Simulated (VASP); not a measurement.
# Al12H in VASP: further runs

Al12H is run at these levels: PBE; tasks: single point.

Program: VASP 6.6.1. These are calculated values, not measurements. Logs are shortened: lines on timing, memory, paths and dates and some standing lists are left out, and cuts for length are marked.

## (1) The cell of the first run

The cell holds a slab with vacuum, 13 atoms: a = 5.714 Å, b = 5.714 Å, c = 20.102 Å, α = 90.00°, β = 90.00°, γ = 120.00°.

## (2) Single point, PBE

INCAR reads:

```
SYSTEM = Al12H
PREC     = Accurate       ! precision mode
ENCUT    = 520            ! plane-wave cutoff, eV
EDIFF    = 1E-7           ! SCF threshold, eV
ISMEAR   = 0              ! smearing method
SIGMA    = 0.1            ! smearing width, eV
LREAL    = .False.        ! projectors in reciprocal space
LASPH    = .True.         ! aspherical terms in the spheres
NELM     = 60             ! most SCF steps
ALGO     = Normal         ! electronic algorithm
ISIF     = 2              ! what is computed and relaxed
LWAVE    = .False.        ! write WAVECAR
LCHARG   = .False.        ! write CHGCAR
LDIPOL   = .True.       
IDIPOL   = 3            
DIPOL    = 0.5 0.5 0.328
GGA      = PE             ! functional
NBANDS   = 30             ! bands
```

KPOINTS reads:

```
regular mesh
0
Gamma
  6 6 1
  0 0 0
```

POSCAR reads:

```
Al12H
1.0
    5.7143028096      0.0000000000      0.0000000000
   -2.8571514048      4.9487313980      0.0000000000
    0.0000000000      0.0000000000     20.1016424764
Al H
12 1
Direct
    0.3333333333      0.1666666667      0.1989887147
    0.3333333333      0.6666666667      0.1989887147
    0.8333333333      0.1666666667      0.1989887147
    0.8333333333      0.6666666667      0.1989887147
    0.1666666667      0.3333333333      0.3134533099
    0.1666666667      0.8333333333      0.3134533099
    0.6666666667      0.3333333333      0.3134533099
    0.6666666667      0.8333333333      0.3134533099
    0.0000000000      0.0000000000      0.4279074452
    0.0000000000      0.5000000000      0.4279074452
    0.5000000000      0.0000000000      0.4279074452
    0.5000000000      0.5000000000      0.4279074452
    0.0000000000      0.0833333333      0.5058615759
```

Potentials or basis: VASP PAW PBE potentials, release 64 (Al, H).

Launch:

```
$ cat potpaw_PBE.64/Al/POTCAR potpaw_PBE.64/H/POTCAR > POTCAR
$ mpirun -np 1 vasp_std > vasp.out
```

OUTCAR:

```text
SYSTEM = Al12H
   PREC = Accurate
   ENCUT = 520
   EDIFF = 1E-7
   ISMEAR = 0
   LREAL = .False.
   LASPH = .True.
   NELM = 60
   ISIF = 2
   GGA = PE

 ion  position               nearest neighbor table
   1  0.333  0.167  0.199-   5 2.83   6 2.83   7 2.83   4 2.86   2 2.86   2 2.86   4 2.86   3 2.86
                             3 2.86
   2  0.333  0.667  0.199-   6 2.83   5 2.83   8 2.83   3 2.86   1 2.86   1 2.86   3 2.86   4 2.86
                             4 2.86
   3  0.833  0.167  0.199-   7 2.83   8 2.83   5 2.83   4 2.86   2 2.86   4 2.86   2 2.86   1 2.86
                             1 2.86
   4  0.833  0.667  0.199-   8 2.83   7 2.83   6 2.83   3 2.86   1 2.86   3 2.86   1 2.86   2 2.86
                             2 2.86
   5  0.167  0.333  0.313-   9 2.83  12 2.83  10 2.83   1 2.83   2 2.83   3 2.83   8 2.86   6 2.86
                             6 2.86   8 2.86   7 2.86   7 2.86
   6  0.167  0.833  0.313-  10 2.83  11 2.83   9 2.83   2 2.83   1 2.83   4 2.83   7 2.86   5 2.86
                             5 2.86   7 2.86   8 2.86   8 2.86
   7  0.667  0.333  0.313-  11 2.83  10 2.83  12 2.83   3 2.83   4 2.83   1 2.83   8 2.86   6 2.86
                             8 2.86   6 2.86   5 2.86   5 2.86
   8  0.667  0.833  0.313-  12 2.83   9 2.83  11 2.83   4 2.83   3 2.83   2 2.83   7 2.86   5 2.86
                             7 2.86   5 2.86   6 2.86   6 2.86
   9  0.000  0.000  0.428-  13 1.64   5 2.83   8 2.83   6 2.83  12 2.86  10 2.86  10 2.86  12 2.86
                            11 2.86  11 2.86
  10  0.000  0.500  0.428-   6 2.83   7 2.83   5 2.83   9 2.86  11 2.86   9 2.86  11 2.86  12 2.86
                            12 2.86
  11  0.500  0.000  0.428-   7 2.83   6 2.83   8 2.83  10 2.86  12 2.86  12 2.86  10 2.86   9 2.86
                             9 2.86
  12  0.500  0.500  0.428-   8 2.83   5 2.83   7 2.83   9 2.86  11 2.86  11 2.86   9 2.86  10 2.86
                            10 2.86
  13  0.000  0.083  0.506-   9 1.64

  LATTYP: Found a hexagonal cell.
 ALAT       =     5.7143028096
 C/A-ratio  =     3.5177769093

  Lattice vectors:

 A1 = (   5.7143028096,   0.0000000000,   0.0000000000)
 A2 = (  -2.8571514048,   4.9487313980,   0.0000000000)
 A3 = (   0.0000000000,   0.0000000000,  20.1016424764)

Analysis of symmetry for initial positions (statically):
=====================================================================
 Subroutine PRICEL returns:
 Original cell was already a primitive cell.

 Routine SETGRP: Setting up the symmetry group for a
 hexagonal supercell.

 Subroutine GETGRP returns: Found  1 space group operations
 (whereof  1 operations were pure point group operations)
 out of a pool of 24 trial point group operations.

The static configuration has the point symmetry C_1 .

Analysis of symmetry for dynamics (positions and initial velocities):
=====================================================================
 Subroutine PRICEL returns:
 Original cell was already a primitive cell.

 Routine SETGRP: Setting up the symmetry group for a
 hexagonal supercell.

 Subroutine GETGRP returns: Found  1 space group operations
 (whereof  1 operations were pure point group operations)
 out of a pool of 24 trial point group operations.

The dynamic configuration has the point symmetry C_1 .

 Subroutine INISYM returns: Found  1 space group operations
 (whereof  1 operations are pure point group operations),
 and found     1 'primitive' translations

----------------------------------------------------------------------------------------

                                     Primitive cell

  volume of cell :     568.4453

  direct lattice vectors                    reciprocal lattice vectors
     5.714302810  0.000000000  0.000000000     0.174999476  0.101035995  0.000000000
    -2.857151405  4.948731398  0.000000000     0.000000000  0.202071990  0.000000000
     0.000000000  0.000000000 20.101642476     0.000000000  0.000000000  0.049747179

  length of vectors
     5.714302810  5.714302810 20.101642476     0.202071990  0.202071990  0.049747179

  position of ions in fractional coordinates (direct lattice)
     0.333333333  0.166666667  0.198988715
     0.333333333  0.666666667  0.198988715
     0.833333333  0.166666667  0.198988715
     0.833333333  0.666666667  0.198988715
     0.166666667  0.333333333  0.313453310
     0.166666667  0.833333333  0.313453310
     0.666666667  0.333333333  0.313453310
     0.666666667  0.833333333  0.313453310
     0.000000000  0.000000000  0.427907445
     0.000000000  0.500000000  0.427907445
[... 45 lines left out ...]

 Following reciprocal coordinates:
            Coordinates               Weight
  0.000000  0.000000  0.000000      1.000000
  0.166667  0.000000  0.000000      2.000000
  0.000000  0.166667  0.000000      2.000000
 -0.166667  0.166667  0.000000      2.000000
  0.333333  0.000000  0.000000      2.000000
  0.000000  0.333333  0.000000      2.000000
[... 12 lines left out ...]
  0.500000 -0.166667  0.000000      2.000000
  0.333333  0.333333  0.000000      2.000000
   k-points           NKPTS =     20   k-points in BZ     NKDIM =     20   number of bands    NBANDS=     30
   number of dos      NEDOS =    301   number of ions     NIONS =     13
   total plane-waves  NPLWV = 264600
   dimension x,y,z NGX =    42 NGY =   42 NGZ =  150
   dimension x,y,z NGXF=    84 NGYF=   84 NGZF=  300
   ions per type =              12   1
   NGX,Y,Z   is equivalent  to a cutoff of  12.22, 12.22, 12.41 a.u.
   NGXF,Y,Z  is equivalent  to a cutoff of  24.44, 24.44, 24.81 a.u.
 SYSTEM =  Al12H
   PREC   = accura    normal or accurate (medium, high low for compatibility)
   ISTART =      0    job   : 0-new  1-cont  2-samecut
   ICHARG =      2    charge: 1-file 2-atom 10-const
   ISPIN  =      1    spin polarized calculation?
   LNONCOLLINEAR =      F non collinear calculations
   LSORBIT =      F    spin-orbit coupling
   LASPH  =      T    aspherical Exc in radial PAW
   ENCUT  =  520.0 eV  38.22 Ry    6.18 a.u.  10.62 10.62 37.38*2*pi/ulx,y,z
   NELM   =     60;   NELMIN=  2; NELMDL= -5     # of ELM steps
   EDIFF  = 0.1E-06   stopping-criterion for ELM
   LREAL  =      F    real-space projection
   EDIFFG = 0.1E-05   stopping-criterion for IOM
   NSW    =      0    number of steps for IOM
   IBRION =     -1    ionic relax: 0-MD 1-quasi-New 2-CG
   NFREE  =      0    steps in history (QN), initial steepest desc. (CG)
   ISIF   =      2    stress and relaxation
   ISYM   =      2    0-nonsym 1-usesym 2-fastsym
   POTIM  = 0.5000    time-step for ionic-motion
   TEBEG  =    0.0;   TEEND  =   0.0 temperature during run
   PSTRESS=    0.0 pullay stress
   NELECT =      37.0000    total number of electrons
   NUPDOWN=      -1.0000    fix difference up-down
   EMIN   =  10.00;   EMAX   =-10.00  energy-range for DOS
   EFERMI =   0.00;   METHOD = LEGACY
   ISMEAR =     0;   SIGMA  =   0.10  broadening in eV -4-tet -1-fermi 0-gaus
   EFERMI_NEDOS =   21; number of points for ismear=-14 and -15
   IALGO  =     38    algorithm
   IMIX   =      4    mixing-type and parameters
     AMIX     =   0.40;   BMIX     =  1.00
     AMIX_MAG =   1.60;   BMIX_MAG =  1.00
  volume/ion in A,a.u.               =      43.73       295.08
  Fermi-wavevector in a.u.,A,eV,Ry     =   0.658535  1.244452  5.900425  0.433669
  Thomas-Fermi vector in A             =   1.730388
   LORBIT       =      0    0 simple, 1 ext, 2 COOP (PROOUT), +10 PAW based schemes
   GGA     = PE    functional components
   LHFCALC =     F    Hartree Fock is set to
   AEXX    =    0.0000 exact exchange contribution
   IVDW    =     0    specifies the selected vdW correction
   LEPSILON=     F    determine dielectric tensor
   LRPA    =     F    only Hartree local field effects (RPA)
 non-spin polarized calculation
 Gauss-broadening in eV      SIGMA  =   0.10
  energy-cutoff  :      520.00
  volume of cell :      568.45
 maximum number of plane-waves:     15351
   NGX = 21   NGY = 21   NGZ = 75

 dipolmoment           0.000000      0.000000     -0.165527 electrons x Angstroem

 number of electron      37.0000000 magnetization

 dipolmoment           0.000000      0.000000      0.069453 electrons x Angstroem

 Free energy of the ion-electron system (eV)
  ---------------------------------------------------
  ext. energy  EPLUGINS =         0.00000000
  ---------------------------------------------------
  free energy    TOTEN  =       -45.05621064 eV

  energy without entropy =      -45.03806278  energy(sigma->0) =      -45.04713671

 E-fermi :   0.1382     XC(G=0):  -4.4839

 val. band max:        0.1317140722   @ k =   0.5000   0.0000   0.0000
 cond. band min:       0.1834487076   @ k =   0.1667   0.1667   0.0000
 fundamental gap:      0.0517346354
 Fermi energy:         0.1381912875

 k-point     1 :       0.0000    0.0000    0.0000
  band No.  band energies     occupation
      1     -10.4834      2.00000
      2      -8.8025      2.00000
      3      -6.2419      2.00000
      4      -4.7220      2.00000
      5      -4.6032      2.00000
      6      -4.5916      2.00000
[... 649 lines left out ...]
     29       3.4492      0.00000
     30       3.4662      0.00000

------------------------ aborting loop because EDIFF is reached ----------------------------------------

 vacuum level on the upper side and lower side of the slab       (xc-potential included)         0.180        -0.269

  FORCE on cell =-STRESS in cart. coord.  units (eV):
  Direction    XX          YY          ZZ          XY          YZ          ZX
  --------------------------------------------------------------------------------------
  -------------------------------------------------------------------------------------
  Total       -2.0709557     -2.3450225      0.8797110     -0.0128339     -0.2199322      0.0833277
  in kB       -5.8370405     -6.6095046      2.4794877     -0.0361727     -0.6198845      0.2348613
  external PRESSURE =      -3.3223525 kB  Pullay stress =       0.0000000 kB

 VOLUME and BASIS-vectors are now :
 -----------------------------------------------------------------------------
  energy-cutoff  :      520.00
  volume of cell :      568.45
      direct lattice vectors                 reciprocal lattice vectors
     5.714302810  0.000000000  0.000000000     0.174999476  0.101035995  0.000000000
    -2.857151405  4.948731398  0.000000000     0.000000000  0.202071990  0.000000000
     0.000000000  0.000000000 20.101642476     0.000000000  0.000000000  0.049747179

 POSITION                                       TOTAL-FORCE (eV/Angst)
 -----------------------------------------------------------------------------------
      1.42858      0.82479      4.00000         0.070410      0.015646     -0.093052
     -0.00000      3.29915      4.00000        -0.010860      0.037491     -0.048775
      4.28573      0.82479      4.00000        -0.070465      0.012290     -0.058930
      2.85715      3.29915      4.00000        -0.002090     -0.055790     -0.102835
      0.00000      1.64958      6.30093        -0.005011      0.152048      0.180057
     -1.42858      4.12394      6.30093         0.173060     -0.100490      0.014947
      2.85715      1.64958      6.30093        -0.018528      0.059093     -0.076721
      1.42858      4.12394      6.30093        -0.140968     -0.083785      0.090778
      0.00000      0.00000      8.60164         0.095741     -0.118671      0.514672
     -1.42858      2.47437      8.60164        -0.123254      0.112595     -0.120268
      2.85715      0.00000      8.60164        -0.121427      0.021510     -0.158865
      1.42858      2.47437      8.60164         0.125938      0.020574     -0.130235
     -0.23810      0.41239     10.16865         0.027453     -0.072511     -0.010772
 -----------------------------------------------------------------------------------
    total drift:                               -0.000002      0.000014     -0.000195

  FREE ENERGIE OF THE ION-ELECTRON SYSTEM (eV)
  ---------------------------------------------------
  free  energy   TOTEN  =       -45.0562106408 eV

  energy  without entropy=      -45.0380627750  energy(sigma->0) =      -45.04713671

 vacuum level on the upper side and lower side of the slab         4.492         4.026
```

Run time: 22 min. Hardware: 1 thread of Intel Xeon 8259CL, shared host; peak memory 0.68 GiB.

Results:

```yaml
Free_energy: -45.0562 eV
Largest_force: 0.537 eV/Å
Band_gap_on_the_k_mesh: zero (an odd number of electrons rules out a gap without spin polarisation)
```

Forces in eV/Å, atoms in the order of the input:
```
Al   0.070  0.016 -0.093
Al  -0.011  0.037 -0.049
Al  -0.070  0.012 -0.059
Al  -0.002 -0.056 -0.103
Al  -0.005  0.152  0.180
Al   0.173 -0.100  0.015
Al  -0.019  0.059 -0.077
Al  -0.141 -0.084  0.091
Al   0.096 -0.119  0.515
Al  -0.123  0.113 -0.120
Al  -0.121  0.022 -0.159
Al   0.126  0.021 -0.130
H    0.027 -0.073 -0.011
```

## (3) Single point, PBE

INCAR reads:

```
PREC = Accurate
ENCUT = 520
EDIFF = 1E-6
ISMEAR = 0
SIGMA = 0.1
LREAL = F
LASPH = T
NELM = 60
ALGO = Normal
ISIF = 2
LWAVE = F
LCHARG = T
LDIPOL = T
IDIPOL = 3
DIPOL = 0.5 0.5 0.327
GGA = PE
LELF = T
LVHAR = T
LVACPOTAV = T
NBANDS = 30
```

KPOINTS reads:

```
Automatic mesh
0
Gamma
  6 6 1
```

Edit POSCAR of step 2 so:

```diff
@@ -20,2 +20,2 @@
     0.5000000000      0.5000000000      0.4279074452
-    0.0000000000      0.0833333333      0.5058615759
+    0.0833333333      0.3333333333      0.4866492255
```

Potentials or basis: VASP PAW PBE potentials, release 64 (Al, H).

Launch:

```
$ cat potpaw_PBE.64/Al/POTCAR potpaw_PBE.64/H/POTCAR > POTCAR
$ mpirun -np 1 vasp_std > vasp.out
```

It took 20 min on 1 thread of Intel Xeon 8259CL, shared host; peak memory 0.69 GiB.

The run converged. Its results:

```yaml
Free_energy: -45.0510 eV
Largest_force: 0.284 eV/Å
Band_gap_on_the_k_mesh: zero (an odd number of electrons rules out a gap without spin polarisation)
```

Forces on the atoms (eV/Å):
```
Al   0.078 -0.015 -0.065
Al   0.029  0.089 -0.061
Al  -0.106 -0.065 -0.029
Al  -0.007 -0.015 -0.123
Al   0.029 -0.017  0.282
Al   0.022  0.057 -0.067
Al  -0.020  0.020 -0.026
Al   0.101 -0.051 -0.058
Al   0.045  0.015  0.157
Al  -0.142  0.194  0.096
Al  -0.236 -0.105 -0.111
Al   0.170  0.077  0.017
H    0.039 -0.186 -0.012
```

Levels at points of the mesh, in eV from the Fermi level:
```
           k point  band 16  band 17  band 18  band 19  band 20  band 21
(0.00, 0.00, 0.00)    -2.73    -1.55    -0.48    -0.43    -0.37    -0.16
(0.50, 0.00, 0.00)    -0.51    -0.28    -0.24     0.28     0.90     0.93
(0.00, 0.50, 0.00)    -0.51    -0.38    -0.23     0.24     0.91     0.97
(0.50, 0.50, 0.00)    -0.51    -0.30    -0.23     0.11     0.88     0.93
```

## (4) Single point, PBE

INCAR reads:

```
PREC = Accurate ; ENCUT = 520
EDIFF = 1E-7 ; ISMEAR = 0
SIGMA = 0.1 ; LREAL = F
LASPH = T ; NELM = 80
ALGO = Normal ; ISIF = 2
LWAVE = F ; LCHARG = T
LDIPOL = T ; IDIPOL = 3
DIPOL = 0.5 0.5 0.327 ; GGA = PE
LELF = T ; LVHAR = T
LVACPOTAV = T ; NBANDS = 30
```

KPOINTS reads:

```
regular mesh
0
Gamma
  6 6 1
```

Edit POSCAR of step 3 so:

```diff
@@ -20,2 +20,2 @@
     0.5000000000      0.5000000000      0.4279074452
-    0.0833333333      0.3333333333      0.4866492255
+    0.2500000000      0.1666666667      0.4854191334
```

Launch:

```
$ cat potpaw_PBE.64/Al/POTCAR potpaw_PBE.64/H/POTCAR > POTCAR
$ mpirun -np 1 vasp_std > vasp.out
```

Run time: 21 min. Hardware: 1 thread of Intel Xeon 8259CL, shared host; peak memory 0.69 GiB.

It converged, with:

```yaml
Free_energy: -45.1320 eV
Largest_force: 0.508 eV/Å
Band_gap_on_the_k_mesh: zero (an odd number of electrons rules out a gap without spin polarisation)
```

Forces on the atoms (eV/Å):
```
Al   0.058 -0.011  0.021
Al  -0.064 -0.018 -0.108
Al  -0.024  0.070 -0.108
Al   0.063 -0.040 -0.120
Al   0.008  0.006  0.233
Al  -0.012  0.001  0.138
Al  -0.003  0.034  0.041
Al  -0.076 -0.010 -0.090
Al  -0.426 -0.275 -0.019
Al  -0.169  0.040 -0.038
Al   0.412 -0.189 -0.050
Al  -0.015  0.198  0.112
H    0.248  0.194 -0.011
```

Levels at points of the mesh, in eV from the Fermi level:
| k point | band 14 | band 15 | band 16 | band 17 | band 18 | band 19 | band 20 | band 21 | band 22 | band 23 |
| --- | --- | --- | --- | --- | --- | --- | --- | --- | --- | --- |
| (0.00, 0.00, 0.00) | -2.92 | -2.78 | -2.76 | -1.49 | -0.48 | -0.44 | -0.27 | -0.22 | -0.17 | 0.28 |
| (0.50, 0.00, 0.00) | -1.68 | -0.68 | -0.52 | -0.46 | -0.25 | 0.33 | 0.91 | 1.10 | 1.22 | 1.52 |
| (0.00, 0.50, 0.00) | -1.68 | -0.65 | -0.52 | -0.39 | -0.25 | 0.31 | 0.90 | 0.96 | 1.24 | 1.46 |
| (0.50, 0.50, 0.00) | -1.67 | -0.65 | -0.53 | -0.33 | -0.25 | 0.38 | 0.89 | 0.94 | 1.21 | 1.44 |

## (5) Summary

| cell | gap on the mesh (eV) | largest force (eV/Å) |
| --- | --- | --- |
| as given, atomic positions A | none | 0.54 |
| as given, atomic positions B | none | 0.28 |
| as given, atomic positions C | none | 0.51 |

Alike in all rows: task single point; level PBE; potentials or basis VASP PAW PBE potentials, release 64 (Al, H); no spin polarisation; k mesh 6 × 6 × 1; cutoff (eV) 520; smearing gaussian 0.1 eV.

Absolute energies hang on the potentials; compare differences alone.

The gap in the log of VASP goes by the Fermi energy; the results here count the filled bands.